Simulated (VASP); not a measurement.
# B (R-3m) in VASP: notebook, part 2 of 3

VASP 6.6.1. Earlier steps stand in the parts before.

**4. Single point, r2SCAN**

This run uses another cell than the first one, of 7.22 Å³/atom, 1.064 times its volume.

POSCAR reads:

```
B
1.0
    2.4491423298      1.4140129834      4.1714849188
   -2.4491423298      1.4140129834      4.1714849188
    0.0000000000     -2.8280259667      4.1714849188
B
12
Direct
    0.0098735177      0.6543950551      0.0098735177
    0.0098735177      0.0098735177      0.6543950551
    0.6543950551      0.0098735177      0.0098735177
    0.9901264823      0.3456049449      0.9901264823
    0.3456049449      0.9901264823      0.9901264823
    0.9901264823      0.9901264823      0.3456049449
    0.2205060264      0.6317485072      0.2205060264
    0.2205060264      0.2205060264      0.6317485072
    0.6317485072      0.2205060264      0.2205060264
    0.7794939736      0.3682514928      0.7794939736
    0.3682514928      0.7794939736      0.7794939736
    0.7794939736      0.7794939736      0.3682514928
```

INCAR.step1 reads:

```
SYSTEM = B
PREC = Accurate
ENCUT = 520
ISMEAR = 0
SIGMA = 0.02
LREAL = .False.
LASPH = .True.
NELM = 100
NBANDS = 30
GGA = PE
ALGO = Normal
EDIFF = 1E-4
LWAVE = .True.
LCHARG = .False.
```

INCAR.step2 reads:

```
SYSTEM = B
PREC = Accurate
ENCUT = 520
EDIFF = 1E-6
ISMEAR = 0
SIGMA = 0.02
LREAL = .False.
LASPH = .True.
NELM = 100
ALGO = Normal
ISIF = 2
LWAVE = .False.
LCHARG = .True.
METAGGA = R2SCAN
LMIXTAU = .True.
LELF = .True.
LVHAR = .True.
NBANDS = 30
ISTART = 1
```

KPOINTS reads:

```
Automatic mesh
0
Gamma
  9 9 9
  0 0 0
```

Potentials or basis: VASP PAW PBE potentials, release 64 (B).

Started as:

```console
cat potpaw_PBE.64/B/POTCAR > POTCAR
cp INCAR.step1 INCAR
mpirun -np 1 vasp_std > vasp.out
cp INCAR.step2 INCAR
mpirun -np 1 vasp_std > vasp.out
```

OUTCAR:

```text
SYSTEM = B
   PREC = Accurate
   ENCUT = 520
   EDIFF = 1E-6
   ISMEAR = 0
   LREAL = .False.
   LASPH = .True.
   NELM = 100
   ISIF = 2
   METAGGA = R2SCAN
   ISTART = 1

 ion  position               nearest neighbor table
   1  0.010  0.654  0.010-   4 1.67   2 1.74   3 1.74   7 1.79  12 1.80  11 1.80
   2  0.010  0.010  0.654-   6 1.67   3 1.74   1 1.74   8 1.79  10 1.80  11 1.80
   3  0.654  0.010  0.010-   5 1.67   2 1.74   1 1.74   9 1.79  12 1.80  10 1.80
   4  0.990  0.346  0.990-   1 1.67   6 1.74   5 1.74  10 1.79   8 1.80   9 1.80
   5  0.346  0.990  0.990-   3 1.67   6 1.74   4 1.74  11 1.79   8 1.80   7 1.80
   6  0.990  0.990  0.346-   2 1.67   4 1.74   5 1.74  12 1.79   9 1.80   7 1.80
   7  0.221  0.632  0.221-  11 1.77  12 1.77   1 1.79   5 1.80   6 1.80   8 2.01   9 2.01
   8  0.221  0.221  0.632-  10 1.77  11 1.77   2 1.79   4 1.80   5 1.80   7 2.01   9 2.01
   9  0.632  0.221  0.221-  10 1.77  12 1.77   3 1.79   4 1.80   6 1.80   8 2.01   7 2.01
  10  0.779  0.368  0.779-   9 1.77   8 1.77   4 1.79   3 1.80   2 1.80  12 2.01  11 2.01
  11  0.368  0.779  0.779-   7 1.77   8 1.77   5 1.79   1 1.80   2 1.80  12 2.01  10 2.01
  12  0.779  0.779  0.368-   7 1.77   9 1.77   6 1.79   3 1.80   1 1.80  10 2.01  11 2.01

  LATTYP: Found a trigonal (rhomboedric) cell.
 ALAT       =     5.0397437729
 COS(alpha) =     0.5276747851

  Lattice vectors:

 A1 = (   2.4491423298,   1.4140129834,   4.1714849188)
 A2 = (  -2.4491423298,   1.4140129834,   4.1714849188)
 A3 = (   0.0000000000,  -2.8280259667,   4.1714849188)

Analysis of symmetry for initial positions (statically):
=====================================================================
 Subroutine PRICEL returns:
 Original cell was already a primitive cell.

 Routine SETGRP: Setting up the symmetry group for a
 trigonal (rhombohedral) supercell.

 Subroutine GETGRP returns: Found 12 space group operations
 (whereof 12 operations were pure point group operations)
 out of a pool of 12 trial point group operations.

The static configuration has the point symmetry D_3d.

[... 158 lines left out ...]
   LHFCALC =     F    Hartree Fock is set to
   AEXX    =    0.0000 exact exchange contribution
   IVDW    =     0    specifies the selected vdW correction
   LEPSILON=     F    determine dielectric tensor
   LRPA    =     F    only Hartree local field effects (RPA)
 non-spin polarized calculation
 Gauss-broadening in eV      SIGMA  =   0.02
  energy-cutoff  :      520.00
  volume of cell :       86.68
 maximum number of plane-waves:      2365
 NGX is ok and might be reduce to    40
   NGX = 19   NGY = 19   NGZ = 19

 number of electron      36.0000000 magnetization

 Free energy of the ion-electron system (eV)
  ---------------------------------------------------
  ext. energy  EPLUGINS =         0.00000000
  ---------------------------------------------------
  free energy    TOTEN  =       -88.12775294 eV

  energy without entropy =      -88.12775294  energy(sigma->0) =      -88.12775294

 E-fermi :   5.9973     XC(G=0): -12.3067

 val. band max:        5.8957706055   @ k =   0.4444   0.4444   0.4444
 cond. band min:       7.5253902042   @ k =  -0.3333  -0.3333   0.2222
 fundamental gap:      1.6296195987
 Fermi energy:         5.9972658813

 k-point     1 :       0.0000    0.0000    0.0000
  band No.  band energies     occupation
      1     -11.2644      2.00000
      2      -5.2287      2.00000
      3      -4.9674      2.00000
      4      -4.9674      2.00000
      5      -3.6767      2.00000
      6      -3.0610      2.00000
[... 781 lines left out ...]
     29      15.5806      0.00000
     30      15.9641      0.00000

 [... further k-points ...]
[... 5 lines left out ...]
  --------------------------------------------------------------------------------------
  -------------------------------------------------------------------------------------
  Total        0.1612618      0.1612618      0.0811277      0.0000000      0.0000000      0.0000000
  in kB        2.9807996      2.9807996      1.4995826      0.0000000      0.0000000      0.0000000
  external PRESSURE =       2.4870606 kB  Pullay stress =       0.0000000 kB

 VOLUME and BASIS-vectors are now :
 -----------------------------------------------------------------------------
  energy-cutoff  :      520.00
  volume of cell :       86.68
      direct lattice vectors                 reciprocal lattice vectors
     2.449142330  1.414012983  4.171484919     0.204153100  0.117867847  0.079907596
    -2.449142330  1.414012983  4.171484919    -0.204153100  0.117867847  0.079907596
     0.000000000 -2.828025967  4.171484919     0.000000000 -0.235735695  0.079907596

 POSITION                                       TOTAL-FORCE (eV/Angst)
 -----------------------------------------------------------------------------------
     -1.57852      0.91136      2.81217         0.009703     -0.005602     -0.007937
      0.00000     -1.82272      2.81217        -0.000000      0.011204     -0.007937
      1.57852      0.91136      2.81217        -0.009703     -0.005602     -0.007937
      1.57852     -0.91136      9.70228        -0.009703      0.005602      0.007937
     -1.57852     -0.91136      9.70228         0.009703      0.005602      0.007937
      0.00000      1.82272      9.70228        -0.000000     -0.011204      0.007937
     -1.00719      0.58150      4.47500         0.017569     -0.010144      0.006960
      0.00000     -1.16300      4.47500        -0.000000      0.020287      0.006960
      1.00719      0.58150      4.47500        -0.017569     -0.010144      0.006960
      1.00719     -0.58150      8.03945        -0.017569      0.010144     -0.006960
     -1.00719     -0.58150      8.03945         0.017569      0.010144     -0.006960
      0.00000      1.16300      8.03945        -0.000000     -0.020287     -0.006960
 -----------------------------------------------------------------------------------
    total drift:                                0.000000     -0.000000      0.000000

  FREE ENERGIE OF THE ION-ELECTRON SYSTEM (eV)
  ---------------------------------------------------
  free  energy   TOTEN  =       -88.1277529446 eV

  energy  without entropy=      -88.1277529446  energy(sigma->0) =      -88.12775294
```

OUTCAR.step1:

```text
SYSTEM = B
   PREC = Accurate
   ENCUT = 520
   ISMEAR = 0
   LREAL = .False.
   LASPH = .True.
[... 1054 lines left out ...]
      1.00719     -0.58150      8.03945        -0.126885      0.073257     -0.018823
     -1.00719     -0.58150      8.03945         0.126885      0.073257     -0.018823
      0.00000      1.16300      8.03945         0.000000     -0.146514     -0.018823
 -----------------------------------------------------------------------------------
    total drift:                               -0.000000      0.000000      0.000000

  FREE ENERGIE OF THE ION-ELECTRON SYSTEM (eV)
  ---------------------------------------------------
  free  energy   TOTEN  =       -80.4545032224 eV

  energy  without entropy=      -80.4545032224  energy(sigma->0) =      -80.45450322
```

OSZICAR.step1:

```text
N       E                     dE             d eps       ncg     rms          rms(c)
DAV:   1     0.739348057475E+02    0.73935E+02   -0.16717E+04  5100   0.110E+03
DAV:   2    -0.794649027047E+02   -0.15340E+03   -0.14594E+03  6344   0.220E+02
DAV:   3    -0.851301780249E+02   -0.56653E+01   -0.56172E+01  6844   0.376E+01
DAV:   4    -0.851707595023E+02   -0.40581E-01   -0.40538E-01  6690   0.332E+00
DAV:   5    -0.851711779521E+02   -0.41845E-03   -0.41840E-03  6610   0.327E-01    0.113E+01
DAV:   6    -0.813027823224E+02    0.38684E+01   -0.45040E+00  5882   0.107E+01    0.623E+00
DAV:   7    -0.804854054153E+02    0.81738E+00   -0.21444E+00  6318   0.711E+00    0.209E+00
DAV:   8    -0.804536154072E+02    0.31790E-01   -0.28747E-01  6108   0.280E+00    0.471E-01
DAV:   9    -0.804542400820E+02   -0.62467E-03   -0.27918E-02  6180   0.933E-01    0.166E-01
DAV:  10    -0.804544474543E+02   -0.20737E-03   -0.45478E-03  5996   0.375E-01    0.421E-02
DAV:  11    -0.804545032224E+02   -0.55768E-04   -0.32898E-04  6244   0.101E-01
   1 F= -.80454503E+02 E0= -.80454503E+02  d E =-.673222E-18
```

Run time: 13 min. Hardware: 1 thread of AMD EPYC 7R43 (Zen 3), shared host; peak memory 0.3 GiB.

Results:

```yaml
Free_energy: -88.1278 eV
Pressure: 0.2 GPa
Largest_force: 0.021 eV/Å
Band_gap_on_the_k_mesh: 1.63 eV, indirect (least direct gap 2.04 eV)
```

Forces on the atoms (eV/Å):
```
B    0.010 -0.006 -0.008
B    0.000  0.011 -0.008
B   -0.010 -0.006 -0.008
B   -0.010  0.006  0.008
B    0.010  0.006  0.008
B    0.000 -0.011  0.008
B    0.018 -0.010  0.007
B    0.000  0.020  0.007
B   -0.018 -0.010  0.007
B   -0.018  0.010 -0.007
B    0.018  0.010 -0.007
B    0.000 -0.020 -0.007
```

Levels at points of the mesh, in eV from the valence-band top:
| k point | band 16 | band 17 | band 18 | band 19 | band 20 | band 21 |
| --- | --- | --- | --- | --- | --- | --- |
| (0.00, 0.00, 0.00) | -0.91 | -0.91 | -0.37 | 1.68 | 4.92 | 4.92 |

Caveat: the PAW data sets were made with another functional, which shifts forces and pressure a little. A k mesh can miss the band edges.

(Continued in part 3 of 3.)
